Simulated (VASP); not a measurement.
Wanted: the native input for a VASP 6.6.1 run.

| Item | Value |
| --- | --- |
| Task | relaxation of cell and atoms |
| Functional | LDA |
| Potentials or basis | VASP PAW LDA potentials, release 64 (Cu) |
| Cutoff | 600 eV |
| k mesh | 20 × 20 × 20 |
| Occupations | gaussian, width 0.1 eV |
| Spin | no spin polarisation |
| Dipole correction | no |
| Further INCAR settings | ALGO = Normal; EDIFF = 1e-07; IBRION = 2; EDIFFG = -0.01; NSW = 80; ISIF = 3 |

The structure of Cu lies in POSCAR:

```
Cu
1.0
   -1.4427933200      1.4427933200      1.3760814500
    1.4427933200     -1.4427933200      1.3760814500
    1.4427933200      1.4427933200     -1.3760814500
Cu
1
Direct
    0.0000000000      0.0000000000      0.0000000000
```

These files were run (other wordings do the same):

INCAR

```
ALGO = Normal
EDIFF = 1E-7
EDIFFG = -0.01
ENCUT = 600
IBRION = 2
ISIF = 3
ISMEAR = 0
LASPH = True
LCHARG = False
LREAL = False
LWAVE = False
NELM = 100
NSW = 80
PREC = Accurate
SIGMA = 0.1
```

KPOINTS

```
k-points
0
Gamma
  20 20 20
```

Potentials or basis: VASP PAW LDA potentials, release 64 (Cu).

Command:

```bash
$ cat potpaw_LDA.64/Cu/POTCAR > POTCAR
$ mpirun -np 1 vasp_std > vasp.out
```

It gave:

* Relaxed volume: 10.99 Å³/atom
* Relaxed cell: a = 2.429 Å, b = 2.429 Å, c = 2.429 Å, α = 107.64°, β = 107.64°, γ = 113.21°
* Space group after relaxing (to 0.1 Å): I4/mmm (No. 139)
* Energy gained by relaxing: 11.0 meV/atom
* Ionic steps: 10
* Pressure after relaxing: -0.1 GPa
* Band gap on the k mesh: zero (an odd number of electrons rules out a gap without spin polarisation)

It took 2.4 min on 1 thread of AMD EPYC 9R45 96-Core Processor (Zen 5), on a shared host, peak memory 0.18 GiB.
